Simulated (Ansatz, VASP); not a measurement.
## Mn2SiO6: VASP beside Ansatz

```
CELL_PARAMETERS angstrom
0.00000 3.52729 3.52729
3.52729 0.00000 3.52729
3.52729 3.52729 0.00000
ATOMIC_POSITIONS crystal
Mn 0.25000 0.25000 0.25000
Mn 0.75000 0.75000 0.75000
Si 0.00000 0.00000 0.00000
O 0.75627 0.24373 0.24373
O 0.24373 0.75627 0.75627
O 0.24373 0.75627 0.24373
O 0.75627 0.24373 0.75627
O 0.24373 0.24373 0.75627
O 0.75627 0.75627 0.24373
```

Change from the starting cell: ordered vacancies on the cation sites of perovskite (Fm-3m, No. 225).

Alike in both runs: functional PBE; k mesh 4 × 4 × 4; occupations gaussian, width 0.1 eV; collinear spin.

Ansatz relaxed the structure, and its values are those at the end. VASP's run is a single point on that final structure, the one shown.

```csv
,VASP,Ansatz
version,VASP 6.6.1,Ansatz 0.2.0
potentials or method,"VASP PAW PBE potentials, release 64 (Mn_pv, Si, O), cutoff 520 eV","scalar-relativistic, plane waves, PAW"
valence electrons in the cell,66,70
```

Ansatz gave:

```
gap on the k mesh at the Fermi level (eV)                     : none
pressure (GPa)                                                : 0.1
rms of the force components (eV/Å)                            : 0.000
net moment per atom (μB)                                      : 0.67
size of the moment on the site where the two differ most (μB) : 4.12
```

Q: Estimate VASP's values.

A: gap on the k mesh at the Fermi level (eV): none; pressure (GPa): 0.4; rms of the force components (eV/Å): 0.020; net moment per atom (μB): 0.67; size of the moment on the site where the two differ most (μB): 4.22.

Site moments also hang on the region over which each program counts them. A gap of «none» marks a metal or a gap that the smearing closes. VASP's potentials hold 66 valence electrons a cell and Ansatz's 70, so a difference there can come from the potentials and not from the codes.

The k mesh is coarse, so the values compare programs but aren't converged.
